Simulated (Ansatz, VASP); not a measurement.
**Two plane-wave programs on RbBr**

```xyz
2
Lattice="4.0730 0.0000 0.0000 0.0000 4.0730 0.0000 0.0000 0.0000 4.0730" Properties=species:S:1:pos:R:3 pbc="T T T"
Rb    0.0000    0.0000    0.0000
Br    2.0365    2.0365    2.0365
```

Alike in both runs: functional PBEsol; k mesh 6 × 6 × 6; no spin polarisation.

Ansatz relaxed the structure, and its values are those at the end. VASP's run is a single point on that final structure, the one shown.

|  | VASP | Ansatz |
| --- | --- | --- |
| version | VASP 6.6.1 | Ansatz 0.2.0 |
| potentials or method | VASP PAW PBE potentials, release 64 (Rb_sv, Br), cutoff 520 eV | scalar-relativistic, plane waves, PAW |
| occupations | gaussian, width 0.01 eV | fixed |
| valence electrons in the cell | 16 | 16 |

```csv
,VASP,Ansatz,Ansatz less VASP
gap on the k mesh at the Fermi level (eV),4.03,4.03,+0.002
least direct gap on the mesh (eV),4.19,4.19,+0.001
pressure (GPa),0.0,0.0,-0.04
```

VASP's potentials were made for PBE, not for PBEsol.
